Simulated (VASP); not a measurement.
Here is a VASP 6.6.1 calculation.

The input POSCAR:

```
InP
1.0
    0.0000000000      2.9538133435      2.9192537274
    2.9538133435      0.0000000000      2.9192537274
    2.9538133435      2.9538133435      0.0000000000
In P
1 1
Direct
    0.0000000000      0.0000000000      0.0000000000
    0.2500000000      0.2500000000      0.2500000000
```

File INCAR.step1:

```
SYSTEM = InP
PREC     = Accurate       ! precision mode
ENCUT    = 520            ! plane-wave cutoff, eV
ISMEAR   = 0              ! smearing method
SIGMA    = 0.01           ! smearing width, eV
LREAL    = .FALSE.        ! projectors in reciprocal space
LASPH    = .TRUE.         ! aspherical terms in the spheres
NELM     = 60             ! most SCF steps
NBANDS   = 16             ! bands
GGA      = PE             ! functional
ALGO     = Normal         ! electronic algorithm
EDIFF    = 1E-4           ! SCF threshold, eV
LWAVE    = .TRUE.         ! write WAVECAR
LCHARG   = .FALSE.        ! write CHGCAR
```

File INCAR.step2:

```
SYSTEM = InP
PREC     = Accurate       ! precision mode
ENCUT    = 520            ! plane-wave cutoff, eV
EDIFF    = 1E-6           ! SCF threshold, eV
ISMEAR   = 0              ! smearing method
SIGMA    = 0.01           ! smearing width, eV
LREAL    = .FALSE.        ! projectors in reciprocal space
LASPH    = .TRUE.         ! aspherical terms in the spheres
NELM     = 60             ! most SCF steps
ALGO     = Normal         ! electronic algorithm
ISIF     = 2              ! what is computed and relaxed
LWAVE    = .FALSE.        ! write WAVECAR
LCHARG   = .FALSE.        ! write CHGCAR
METAGGA  = R2SCAN         ! meta-GGA
LMIXTAU  = .TRUE.       
NBANDS   = 16             ! bands
ISTART   = 1
```

KPOINTS

```
regular mesh
0
G
  8 8 8
  0 0 0
```

Potentials or basis: VASP PAW PBE potentials, release 64 (In_d, P).

Run with:

```bash
$ cat potpaw_PBE.64/In_d/POTCAR potpaw_PBE.64/P/POTCAR > POTCAR
$ cp INCAR.step1 INCAR
$ mpirun -np 1 vasp_std > vasp.out
$ cp INCAR.step2 INCAR
$ mpirun -np 1 vasp_std > vasp.out
```

(1) Estimate the band gap on the k mesh.

(2) Predict the pressure.

## Answers

(1) 1.06 eV, direct.

(2) 0.7 GPa.

Caveat: the cell differs from its parent crystal (uniaxial z strain -1.2%); the PAW data sets were made with another functional, which shifts forces and pressure a little; spin-orbit coupling is left out, which moves the levels of the heavy elements.
